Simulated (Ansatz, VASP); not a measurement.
Two plane-wave programs on SiC

Contents of POSCAR:

```
SiC
1.0
    2.9521872073      0.0000000000      0.0000000000
   -1.4760936037      2.5566691183      0.0000000000
    0.0000000000      0.0000000000      5.0481668526
Si C
2 2
Direct
    0.3333333333      0.6666666667      0.0046028828
    0.6666666667      0.3333333333      0.5046028828
    0.3333333333      0.6666666667      0.3803971172
    0.6666666667      0.3333333333      0.8803971172
```

INCAR.step1

```
PREC     = Accurate       # precision mode
ENCUT    = 520            # plane-wave cutoff, eV
ISMEAR   = 0              # smearing method
SIGMA    = 0.05           # smearing width, eV
LREAL    = False          # projectors in reciprocal space
LASPH    = True           # aspherical terms in the spheres
NELM     = 80             # most SCF steps
NBANDS   = 16             # bands
GGA      = PE             # functional
ALGO     = Normal         # electronic algorithm
EDIFF    = 1E-4           # SCF threshold, eV
LWAVE    = True           # write WAVECAR
LCHARG   = False          # write CHGCAR
```

INCAR.step2

```
PREC     = Accurate       # precision mode
ENCUT    = 520            # plane-wave cutoff, eV
EDIFF    = 1E-6           # SCF threshold, eV
ISMEAR   = 0              # smearing method
SIGMA    = 0.05           # smearing width, eV
LREAL    = False          # projectors in reciprocal space
LASPH    = True           # aspherical terms in the spheres
NELM     = 80             # most SCF steps
ALGO     = Normal         # electronic algorithm
ISIF     = 2              # what is computed and relaxed
LWAVE    = False          # write WAVECAR
LCHARG   = False          # write CHGCAR
METAGGA  = R2SCAN         # meta-GGA
LMIXTAU  = True         
NBANDS   = 16             # bands
ISTART   = 1
```

Contents of KPOINTS:

```
regular mesh
0
Gamma
  12 12 6
```

Input for Ansatz:

```yaml
crystal:
  lattice:
    - [2.9521872073, 0.0, 0.0]
    - [-1.4760936037, 2.5566691183, 0.0]
    - [0.0, 0.0, 5.0481668526]
  atoms:
    - { symbol: Si, position: [0.3333333333, 0.6666666667, 0.0046028828] }
    - { symbol: Si, position: [0.6666666667, 0.3333333333, 0.5046028828] }
    - { symbol: C, position: [0.3333333333, 0.6666666667, 0.3803971172] }
    - { symbol: C, position: [0.6666666667, 0.3333333333, 0.8803971172] }
basis:
  ecutwfc: 500
kpoints:
  mp_grid: { grid: [12, 12, 6] }
hamiltonian:
  xc: r2scan
scf:
  occupations: { method: gaussian, width: 0.05 }
output:
  forces: true
  stress: true
  eigenvalues: true
```

Change from the starting cell: strain -0.040 along x and y, +0.000 along z, atoms carried along.

Alike in both runs: task single point; functional r2SCAN; k mesh 12 × 12 × 6; occupations gaussian, width 0.05 eV; no spin polarisation.

|  | VASP | Ansatz |
| --- | --- | --- |
| version | VASP 6.6.1 | Ansatz 0.2.0 |
| potentials or method | VASP PAW PBE potentials, release 64 (Si, C), cutoff 520 eV | scalar-relativistic, plane waves, PAW |
| valence electrons in the cell | 16 | 16 |

Ansatz gave:

```
gap on the k mesh at the Fermi level (eV)                     : 2.34
least direct gap on the mesh (eV)                             : 5.06
pressure (GPa)                                                : 22.6
traceless stress, the component that is largest in VASP (GPa) : -19.33
rms of the force components (eV/Å)                            : 0.298
```

**Question.** Estimate VASP's values.

**Answer.** gap on the k mesh at the Fermi level (eV): 2.35; least direct gap on the mesh (eV): 5.07; pressure (GPa): 22.4; traceless stress, the component that is largest in VASP (GPa): -19.40; rms of the force components (eV/Å): 0.295.

VASP's potentials were made for PBE, not for r2SCAN. Atom by atom the forces differ by 0.003 eV/Å (rms over components). The functional is the same, so the differences come from potentials, cutoffs and numerics.
